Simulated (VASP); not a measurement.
A run of VASP 6.6.1 is set up as follows.

File INCAR:

```
PREC     = Accurate       # precision mode
ENCUT    = 520            # plane-wave cutoff, eV
EDIFF    = 1E-6           # SCF threshold, eV
ISMEAR   = 0              # smearing method
SIGMA    = 0.01           # smearing width, eV
LREAL    = False          # projectors in reciprocal space
LASPH    = True           # aspherical terms in the spheres
NELM     = 100            # most SCF steps
ALGO     = Normal         # electronic algorithm
ISIF     = 2              # what is computed and relaxed
LWAVE    = False          # write WAVECAR
LCHARG   = False          # write CHGCAR
NBANDS   = 26             # bands
```

Contents of KPOINTS:

```
Automatic mesh
0
Gamma
  6 6 4
```

Contents of POSCAR:

```
CdSe
1.0
    4.0606500483      0.0000000000      0.0000000000
   -2.0303250242      3.5166260977      0.0000000000
    0.0000000000      0.0000000000      6.6797700695
Cd Se
2 2
Direct
    0.3333333333      0.6666666667      0.0059672346
    0.6666666667      0.3333333333      0.5059672346
    0.3333333333      0.6666666667      0.3790327654
    0.6666666667      0.3333333333      0.8790327654
```

Potentials or basis: VASP PAW LDA potentials, release 64 (Cd, Se).

Command:

```bash
$ cat potpaw_LDA.64/Cd/POTCAR potpaw_LDA.64/Se/POTCAR > POTCAR
$ mpirun -np 1 vasp_std > vasp.out
```

**Question.** Predict the pressure.

**Answer.** 10.9 GPa.

**Question.** What does it give for the band gap on the k mesh?

**Answer.** 0.75 eV.

Caveat: the cell stands under pressure; semilocal functionals underestimate gaps, and a narrow one can read as zero.
